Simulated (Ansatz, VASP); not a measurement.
**Ni in VASP and in Ansatz**

```
Ni
1.0
     0.00000    1.71044    1.71044
     1.71044    0.00000    1.71044
     1.71044    1.71044    0.00000
Ni
1
Direct
  0.00000 0.00000 0.00000
```

Alike in both runs: task single point; functional LDA; k mesh 16 × 16 × 16; no spin polarisation.

|  | VASP | Ansatz |
| --- | --- | --- |
| version | VASP 6.6.1 | Ansatz 0.2.0 |
| potentials or method | VASP PAW LDA potentials, release 64 (Ni), cutoff 600 eV | plane waves (420 eV) with PAW, scalar-relativistic |
| occupations | methfessel-paxton of order 1, width 0.1 eV | cold, width 0.1 eV |
| valence electrons in the cell | 10 | 18 |

VASP gave:

| Quantity | Value |
| --- | --- |
| pressure (GPa) | -0.8 |

Question: Estimate Ansatz's values.

Answer: Pressure (GPa): -0.7.

Ansatz warns that its potentials were made for another functional, while VASP's fit it. LDA's correlation is that of Perdew and Zunger in VASP and of Perdew and Wang (1992) in Ansatz. VASP's potentials hold 10 valence electrons a cell and Ansatz's 18, so a difference there can come from the potentials and not from the codes.
